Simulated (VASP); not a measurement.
Set up this calculation in VASP 6.6.1, as the native input.

| Quantity | Value |
| --- | --- |
| Task | single point |
| Functional | PBE |
| Potentials or basis | VASP PAW PBE potentials, release 64 (Pb_d, Se) |
| Cutoff | 520 eV |
| k mesh | 6 × 6 × 6 |
| Occupations | fermi-dirac, width 0.05 eV |
| Spin | no spin polarisation |
| Dipole correction | no |
| Further INCAR settings | ALGO = Normal; EDIFF = 1e-07; NBANDS = 28 |

The structure of PbSe lies in POSCAR:

```
PbSe
1.0
    0.0000000000     12.1587223602      3.1665709534
    3.1591840082      0.0000000000      3.1665709534
    3.1591840082     12.1587223602      0.0000000000
Pb Se
2 2
Direct
    0.8052670000      0.1907300000      0.8092700000
    0.1907300000      0.8052670000      0.1947330000
    0.2955810000      0.6744230000      0.3255770000
    0.6744230000      0.2955810000      0.7044190000
```

These files were run (other wordings do the same):

INCAR

```
SYSTEM = PbSe
PREC     = Accurate       ! precision mode
ENCUT    = 520            ! plane-wave cutoff, eV
EDIFF    = 1E-7           ! SCF threshold, eV
ISMEAR   = -1             ! smearing method
SIGMA    = 0.05           ! smearing width, eV
LREAL    = .False.        ! projectors in reciprocal space
LASPH    = .True.         ! aspherical terms in the spheres
NELM     = 60             ! most SCF steps
ALGO     = Normal         ! electronic algorithm
ISIF     = 2              ! what is computed and relaxed
LWAVE    = .False.        ! write WAVECAR
LCHARG   = .False.        ! write CHGCAR
GGA      = PE             ! functional
NBANDS   = 28             ! bands
```

KPOINTS

```
regular mesh
0
Gamma
  6 6 6
  0 0 0
```

Potentials or basis: VASP PAW PBE potentials, release 64 (Pb_d, Se).

The run is started by

```bash
$ cat potpaw_PBE.64/Pb_d/POTCAR potpaw_PBE.64/Se/POTCAR > POTCAR
$ mpirun -np 1 vasp_std > vasp.out
```

It gave:

```json
{
  "Pressure": "-0.8 GPa",
  "Largest force": "0.193 eV/Å",
  "Band gap on the k mesh": "1.67 eV"
}
```

Caveat: spin-orbit coupling is left out, which moves the levels of the heavy elements.

Run time: 8 min on 1 thread of Intel(R) Xeon(R) 6975P-C (Granite Rapids), on a shared host, peak memory 0.83 GiB.
